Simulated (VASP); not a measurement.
# CdS (I4mm) in VASP: single point with PBE

Aim: the single point of CdS with PBE.

Program: VASP 6.6.1. These are calculated values, not measurements. Logs are shortened: lines on timing, memory, paths and dates and some standing lists are left out, and cuts for length are marked.

## 1. The cell of the first run

Symmetry: I4mm, No. 107, tetragonal system. The conventional cell has a = 3.724 Å, b = 3.724 Å, c = 6.468 Å, α = 90.00°, β = 90.00°, γ = 90.00°. Within 3.4 Å of Cd (site symmetry 4mm) lie 5 S at 2.57 to 2.71 Å. Within 3.4 Å of S (site symmetry 4mm) lie 5 Cd at 2.57 to 2.71 Å.

## 2. Single point, PBE

INCAR

```
PREC = Accurate ; ENCUT = 500
EDIFF = 1E-6 ; ISMEAR = 0
SIGMA = 0.15 ; LREAL = False
LASPH = True ; NELM = 120
ALGO = Normal ; ISIF = 2
LWAVE = False ; LCHARG = False
GGA = PE ; NBANDS = 16
GGA_COMPAT = False
```

KPOINTS

```
Automatic mesh
0
Gamma
  5 5 5
```

POSCAR

```
CdS
1.0
   -1.8620878416      1.8620878416      3.2339496502
    1.8620878416     -1.8620878416      3.2339496502
    1.8620878416      1.8620878416     -3.2339496502
Cd S
1 1
Direct
    0.0150471765      0.0150471765      0.0000000000
    0.4129528235      0.4129528235      0.0000000000
```

Potentials or basis: VASP PAW PBE potentials, release 64 (Cd, S).

Started as:

```sh
> cat potpaw_PBE.64/Cd/POTCAR potpaw_PBE.64/S/POTCAR > POTCAR
> mpirun -np 1 vasp_std > vasp.out
```

OUTCAR:

```text
PREC = Accurate
   ENCUT = 500
   EDIFF = 1E-6
   ISMEAR = 0
   LREAL = False
   LASPH = True
   NELM = 120
   ISIF = 2
   GGA = PE

 ion  position               nearest neighbor table
   1  0.015  0.015  0.000-   2 2.57   2 2.71   2 2.71   2 2.71   2 2.71
   2  0.413  0.413  0.000-   1 2.57   1 2.71   1 2.71   1 2.71   1 2.71

  LATTYP: Found a body centered tetragonal cell.
 ALAT       =     3.7241756832
 C/A-ratio  =     1.7367331325

  Lattice vectors:

 A1 = (  -1.8620878416,   1.8620878416,   3.2339496502)
 A2 = (   1.8620878416,  -1.8620878416,   3.2339496502)
 A3 = (   1.8620878416,   1.8620878416,  -3.2339496502)

Analysis of symmetry for initial positions (statically):
=====================================================================
 Subroutine PRICEL returns:
 Original cell was already a primitive cell.

 Routine SETGRP: Setting up the symmetry group for a
 body centered tetragonal supercell.

 Subroutine GETGRP returns: Found  8 space group operations
 (whereof  8 operations were pure point group operations)
 out of a pool of 16 trial point group operations.

The static configuration has the point symmetry C_4v.

Analysis of symmetry for dynamics (positions and initial velocities):
=====================================================================
 Subroutine PRICEL returns:
 Original cell was already a primitive cell.

 Routine SETGRP: Setting up the symmetry group for a
 body centered tetragonal supercell.

 Subroutine GETGRP returns: Found  8 space group operations
 (whereof  8 operations were pure point group operations)
 out of a pool of 16 trial point group operations.

The dynamic configuration has the point symmetry C_4v.

 Subroutine INISYM returns: Found  8 space group operations
 (whereof  8 operations are pure point group operations),
 and found     1 'primitive' translations

----------------------------------------------------------------------------------------

                                     Primitive cell

  volume of cell :      44.8532

  direct lattice vectors                    reciprocal lattice vectors
    -1.862087842  1.862087842  3.233949650     0.000000000  0.268515797  0.154609705
     1.862087842 -1.862087842  3.233949650     0.268515797  0.000000000  0.154609705
     1.862087842  1.862087842 -3.233949650     0.268515797  0.268515797  0.000000000

  length of vectors
     4.170512271  4.170512271  4.170512271     0.309846565  0.309846565  0.379738681

  position of ions in fractional coordinates (direct lattice)
     0.015047176  0.015047176  0.000000000
     0.412952823  0.412952823  0.000000000

  ion indices of the primitive-cell ions
   primitive index   ion index
                 1           1
                 2           2

----------------------------------------------------------------------------------------

 KPOINTS: Automatic mesh

Automatic generation of k-mesh.
 Grid dimensions read from file:
 generate k-points for:    5    5    5

 Generating k-lattice:

  Cartesian coordinates                     Fractional coordinates (reciprocal lattice)
     0.000000000  0.053703159  0.030921941     0.200000000 -0.000000000  0.000000000
     0.053703159  0.000000000  0.030921941    -0.000000000  0.200000000  0.000000000
     0.053703159  0.053703159  0.000000000     0.000000000  0.000000000  0.200000000

  Length of vectors
     0.061969313  0.061969313  0.075947736

  Shift w.r.t. Gamma in fractional coordinates (k-lattice)
     0.000000000  0.000000000  0.000000000

 Subroutine IBZKPT returns following result:
 ===========================================

 Found     18 irreducible k-points:

 Following reciprocal coordinates:
            Coordinates               Weight
  0.000000  0.000000  0.000000      1.000000
  0.200000 -0.000000  0.000000      8.000000
  0.400000 -0.000000  0.000000      8.000000
  0.200000  0.200000  0.000000      8.000000
  0.400000  0.200000  0.000000     16.000000
 -0.400000  0.200000 -0.000000     16.000000
[... 10 lines left out ...]
 -0.400000  0.400000  0.400000      4.000000
 -0.400000 -0.400000  0.400000      2.000000
   k-points           NKPTS =     18   k-points in BZ     NKDIM =     18   number of bands    NBANDS=     16
   number of dos      NEDOS =    301   number of ions     NIONS =      2
   total plane-waves  NPLWV =  27000
   dimension x,y,z NGX =    30 NGY =   30 NGZ =   30
   dimension x,y,z NGXF=    60 NGYF=   60 NGZF=   60
   ions per type =               1   1
   NGX,Y,Z   is equivalent  to a cutoff of  11.96, 11.96, 11.96 a.u.
   NGXF,Y,Z  is equivalent  to a cutoff of  23.92, 23.92, 23.92 a.u.
 SYSTEM =  unknown system
   PREC   = accura    normal or accurate (medium, high low for compatibility)
   ISTART =      0    job   : 0-new  1-cont  2-samecut
   ICHARG =      2    charge: 1-file 2-atom 10-const
   ISPIN  =      1    spin polarized calculation?
   LNONCOLLINEAR =      F non collinear calculations
   LSORBIT =      F    spin-orbit coupling
   LASPH  =      T    aspherical Exc in radial PAW
   ENCUT  =  500.0 eV  36.75 Ry    6.06 a.u.   7.60  7.60  7.60*2*pi/ulx,y,z
   NELM   =    120;   NELMIN=  2; NELMDL= -5     # of ELM steps
   EDIFF  = 0.1E-05   stopping-criterion for ELM
   LREAL  =      F    real-space projection
   EDIFFG = 0.1E-04   stopping-criterion for IOM
   NSW    =      0    number of steps for IOM
   IBRION =     -1    ionic relax: 0-MD 1-quasi-New 2-CG
   NFREE  =      0    steps in history (QN), initial steepest desc. (CG)
   ISIF   =      2    stress and relaxation
   ISYM   =      2    0-nonsym 1-usesym 2-fastsym
   POTIM  = 0.5000    time-step for ionic-motion
   TEBEG  =    0.0;   TEEND  =   0.0 temperature during run
   PSTRESS=    0.0 pullay stress
   NELECT =      18.0000    total number of electrons
   NUPDOWN=      -1.0000    fix difference up-down
   EMIN   =  10.00;   EMAX   =-10.00  energy-range for DOS
   EFERMI =   0.00;   METHOD = LEGACY
   ISMEAR =     0;   SIGMA  =   0.15  broadening in eV -4-tet -1-fermi 0-gaus
   EFERMI_NEDOS =   21; number of points for ismear=-14 and -15
   IALGO  =     38    algorithm
   IMIX   =      4    mixing-type and parameters
     AMIX     =   0.40;   BMIX     =  1.00
     AMIX_MAG =   1.60;   BMIX_MAG =  1.00
  volume/ion in A,a.u.               =      22.43       151.34
  Fermi-wavevector in a.u.,A,eV,Ry     =   1.207539  2.281918 19.839339  1.458150
  Thomas-Fermi vector in A             =   2.343174
   LORBIT       =      0    0 simple, 1 ext, 2 COOP (PROOUT), +10 PAW based schemes
   GGA     = PE    functional components
   LHFCALC =     F    Hartree Fock is set to
   AEXX    =    0.0000 exact exchange contribution
   IVDW    =     0    specifies the selected vdW correction
   LEPSILON=     F    determine dielectric tensor
   LRPA    =     F    only Hartree local field effects (RPA)
 non-spin polarized calculation
 Gauss-broadening in eV      SIGMA  =   0.15
  energy-cutoff  :      500.00
  volume of cell :       44.85
 maximum number of plane-waves:      1175
   NGX = 15   NGY = 15   NGZ = 15

 number of electron      17.9999997 magnetization

 Free energy of the ion-electron system (eV)
  ---------------------------------------------------
  ext. energy  EPLUGINS =         0.00000000
  ---------------------------------------------------
  free energy    TOTEN  =        -5.87171007 eV

  energy without entropy =       -5.87152444  energy(sigma->0) =       -5.87161725

 E-fermi :   2.6443     XC(G=0):  -9.8524

 val. band max:        2.3697774660   @ k =  -0.2000   0.2000   0.2000
 cond. band min:       2.8613670847   @ k =   0.0000   0.0000   0.0000
 fundamental gap:      0.4915896186
 Fermi energy:         2.6443328064

 k-point     1 :       0.0000    0.0000    0.0000
  band No.  band energies     occupation
      1     -10.3295      2.00000
      2      -5.6659      2.00000
      3      -5.4803      2.00000
      4      -5.3946      2.00000
      5      -5.3946      2.00000
      6      -5.3037      2.00000
[... 8 lines left out ...]
     15      13.5844      0.00000
     16      13.9669      0.00000

 k-point     2 :       0.2000   -0.0000    0.0000
  band No.  band energies     occupation
      1     -10.0706      2.00000
      2      -5.6505      2.00000
      3      -5.4424      2.00000
      4      -5.4394      2.00000
      5      -5.3601      2.00000
      6      -5.3129      2.00000
[... 8 lines left out ...]
     15      13.3984      0.00000
     16      14.0398      0.00000

 k-point     3 :       0.4000   -0.0000    0.0000
  band No.  band energies     occupation
      1      -9.5858      2.00000
      2      -5.6445      2.00000
      3      -5.5753      2.00000
      4      -5.3587      2.00000
      5      -5.2560      2.00000
      6      -5.2464      2.00000
[... 8 lines left out ...]
     15      14.4049      0.00000
     16      15.2304      0.00000

 k-point     4 :       0.2000    0.2000    0.0000
  band No.  band energies     occupation
      1      -9.8108      2.00000
      2      -5.5642      2.00000
      3      -5.4594      2.00000
      4      -5.4527      2.00000
      5      -5.3257      2.00000
      6      -5.2149      2.00000
[... 8 lines left out ...]
     15      14.3016      0.00000
     16      16.8595      0.00000
[... 210 lines left out ...]
 k-point    16 :      -0.2000   -0.2000    0.2000
  band No.  band energies     occupation
      1     -10.1497      2.00000
      2      -5.5698      2.00000
      3      -5.5032      2.00000
      4      -5.3325      2.00000
      5      -5.3325      2.00000
      6      -5.2918      2.00000
[... 8 lines left out ...]
     15      15.7310      0.00000
     16      15.8057      0.00000

 k-point    17 :      -0.4000    0.4000    0.4000
  band No.  band energies     occupation
      1      -9.6923      2.00000
      2      -5.5094      2.00000
      3      -5.3834      2.00000
      4      -5.2843      2.00000
      5      -5.2091      2.00000
      6      -4.8872      2.00000
[... 8 lines left out ...]
     15      15.5069      0.00000
     16      16.0373      0.00000

 k-point    18 :      -0.4000   -0.4000    0.4000
  band No.  band energies     occupation
      1      -9.8737      2.00000
      2      -5.5400      2.00000
      3      -5.2724      2.00000
      4      -5.2232      2.00000
      5      -5.2232      2.00000
      6      -5.0620      2.00000
[... 8 lines left out ...]
     15      16.1106      0.00000
     16      16.3817      0.00000

------------------------ aborting loop because EDIFF is reached ----------------------------------------

  FORCE on cell =-STRESS in cart. coord.  units (eV):
  Direction    XX          YY          ZZ          XY          YZ          ZX
  --------------------------------------------------------------------------------------
  -------------------------------------------------------------------------------------
  Total        0.0958670      0.0958670      0.0698376      0.0000000      0.0000000      0.0000000
  in kB        3.4244120      3.4244120      2.4946295      0.0000000      0.0000000      0.0000000
  external PRESSURE =       3.1144845 kB  Pullay stress =       0.0000000 kB

 VOLUME and BASIS-vectors are now :
 -----------------------------------------------------------------------------
  energy-cutoff  :      500.00
  volume of cell :       44.85
      direct lattice vectors                 reciprocal lattice vectors
    -1.862087842  1.862087842  3.233949650     0.000000000  0.268515797  0.154609705
     1.862087842 -1.862087842  3.233949650     0.268515797  0.000000000  0.154609705
     1.862087842  1.862087842 -3.233949650     0.268515797  0.268515797  0.000000000

 POSITION                                       TOTAL-FORCE (eV/Angst)
 -----------------------------------------------------------------------------------
      0.00000      0.00000      0.09732        -0.000000     -0.000000      0.021237
      0.00000      0.00000      2.67094         0.000000      0.000000     -0.021237
 -----------------------------------------------------------------------------------
    total drift:                                0.000000      0.000000     -0.000770

  FREE ENERGIE OF THE ION-ELECTRON SYSTEM (eV)
  ---------------------------------------------------
  free  energy   TOTEN  =        -5.8717100655 eV

  energy  without entropy=       -5.8715244442  energy(sigma->0) =       -5.87161725
```

Run time: 25 s. Hardware: 1 thread of Intel Xeon 8259CL, shared host; peak memory 0.17 GiB.

What came out:

| Property | Result |
| --- | --- |
| Free energy | -5.8717 eV |
| Pressure | 0.3 GPa |
| Largest force | 0.021 eV/Å |
| Band gap on the k mesh | 0.49 eV, indirect (least direct gap 0.94 eV) |

Forces in eV/Å, atoms in the order of the input:
```
Cd   0.000  0.000  0.021
S    0.000  0.000 -0.021
```

Caveat: the k points lie up to 0.48 Å⁻¹ apart. A k mesh can miss the band edges.
